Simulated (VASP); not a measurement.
Set up this calculation in VASP 6.6.1, as the native input.

```yaml
Task: electric field gradients
Functional: PBE
Potentials_or_basis: VASP PAW PBE potentials, release 64 (Ta_pv, S)
Cutoff: 400 eV
k_mesh: 9 × 9 × 5
Occupations: fermi-dirac, width 0.03 eV
Spin: no spin polarisation
Dipole_correction: no
Further_INCAR_settings: ALGO = Normal; EDIFF = 1e-08; NBANDS = 18
```

The structure of TaS2 lies in POSCAR:

```
TaS2
1.0
    3.3940861513      0.0000000000      0.0000000000
   -1.6970430756      2.9393648297      0.0000000000
    0.0000000000      0.0000000000      5.9371141064
Ta S
1 2
Direct
    0.0000000000      0.0000000000      0.0000000000
    0.3333333333      0.6666666667      0.2500000000
    0.6666666667      0.3333333333      0.7500000000
```

This cell differs from its parent crystal: volume scaled by 1.04.

One way to write it, as run:

INCAR

```
PREC = Accurate ; ENCUT = 400
EDIFF = 1E-8 ; ISMEAR = -1
SIGMA = 0.03 ; LREAL = False
LASPH = True ; NELM = 120
ALGO = Normal ; ISIF = 2
LWAVE = False ; LCHARG = False
GGA = PE ; LEFG = True
NBANDS = 18 ; GGA_COMPAT = False
```

KPOINTS

```
regular mesh
0
Gamma
  9 9 5
```

Potentials or basis: VASP PAW PBE potentials, release 64 (Ta_pv, S).

Command:

```sh
$ cat potpaw_PBE.64/Ta_pv/POTCAR potpaw_PBE.64/S/POTCAR > POTCAR
$ mpirun -np 1 vasp_std > vasp.out
```

Results of the run:

```
Pressure      : 3.3 GPa
Largest force : 0.597 eV/Å
```

Caveat: without QUAD_EFG the Cq values of the log hold for a quadrupole moment of 1 mb, not for the nuclei; this functional lacks dispersion, which binds the layers, so the pressure and a relaxed spacing across them are unreliable.

Wall time 40 s on 1 thread of AMD EPYC 7R43 64-Core Processor (Zen 3), on a shared host, peak memory 0.14 GiB.
